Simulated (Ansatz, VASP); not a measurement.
One calculation of Zr3N, two programs

```
Zr N
1.0
     5.68366    0.00000    0.00000
    -2.84183    4.92219    0.00000
     0.00000    0.00000    5.22488
Zr N
6 2
Direct
  0.00000 0.66016 0.50000
  0.00000 0.33984 0.00000
  0.66016 0.66016 0.00000
  0.66016 0.00000 0.50000
  0.33984 0.33984 0.50000
  0.33984 0.00000 0.00000
  0.66667 0.33333 0.75000
  0.33333 0.66667 0.25000
```

Alike in both runs: task single point; functional r2SCAN; k mesh 6 × 6 × 4; occupations gaussian, width 0.1 eV; no spin polarisation.

|  | VASP | Ansatz |
| --- | --- | --- |
| version | VASP 6.6.1 | Ansatz 0.2.0 |
| potentials or method | VASP PAW PBE potentials, release 64 (Zr_sv, N), cutoff 520 eV | scalar-relativistic, plane waves, PAW |
| valence electrons in the cell | 82 | 82 |

|  | VASP | Ansatz | Ansatz less VASP |
| --- | --- | --- | --- |
| gap on the k mesh at the Fermi level (eV) | none | none | - |
| pressure (GPa) | -1.3 | -1.4 | -0.08 |
| traceless stress, the component that is largest in VASP (GPa) | 1.53 | 1.52 | -0.010 |
| rms of the force components (eV/Å) | 0.402 | 0.407 | +0.0056 |

VASP's potentials were made for PBE, not for r2SCAN. Atom by atom the forces differ by 0.006 eV/Å (rms over components). A gap of «none» marks a metal or a gap that the smearing closes.
